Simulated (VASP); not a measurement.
Write the native input for VASP 6.6.1 that does the following.

```yaml
Task: single point
Functional: PBEsol
Potentials_or_basis: VASP PAW PBE potentials, release 64 (Zr_sv, S)
Cutoff: 520 eV
k_mesh: 12 × 12 × 12
Occupations: gaussian, width 0.15 eV
Spin: no spin polarisation
Dipole_correction: no
Further_INCAR_settings: ALGO = Normal; EDIFF = 1e-07; NBANDS = 32
```

The structure of Zr3S2 lies in POSCAR:

```
Zr3S2
1.0
    3.0857676607      1.7815687896      2.9599327454
   -3.0857676607      1.7815687896      2.9599327454
    0.0000000000     -3.5631375791      2.9599327454
Zr S
3 2
Direct
    0.1618381723      0.8381618277      0.5000000000
    0.5000000000      0.1618381723      0.8381618277
    0.8381618277      0.5000000000      0.1618381723
    0.3349612457      0.3349612457      0.3349612457
    0.6650387543      0.6650387543      0.6650387543
```

This cell differs from its parent crystal: ratio of the length along z to the lengths across it x 0.8, volume and fractional coordinates fixed.

These files were run (other wordings do the same):

INCAR

```
SYSTEM = Zr3S2
PREC = Accurate
ENCUT = 520
EDIFF = 1E-7
ISMEAR = 0
SIGMA = 0.15
LREAL = .False.
LASPH = .True.
NELM = 80
ALGO = Normal
ISIF = 2
LWAVE = .False.
LCHARG = .False.
GGA = PS
NBANDS = 32
```

KPOINTS

```
regular mesh
0
Gamma
  12 12 12
  0 0 0
```

Potentials or basis: VASP PAW PBE potentials, release 64 (Zr_sv, S).

Launch:

```sh
$ cat potpaw_PBE.64/Zr_sv/POTCAR potpaw_PBE.64/S/POTCAR > POTCAR
$ mpirun -np 1 vasp_std > vasp.out
```

Results of the run:

The pressure is 4.5 GPa. The largest force is 0.693 eV/Å. The band gap on the k mesh is zero (bands 24 and 25 overlap by 0.37 eV).

Caveat: the cell stands under pressure; the PAW data sets were made with another functional, which shifts forces and pressure a little.

Run time: 3.5 min on 1 thread of Intel(R) Xeon(R) Platinum 8559C (Emerald Rapids), with other jobs on the host, peak memory 0.53 GiB.
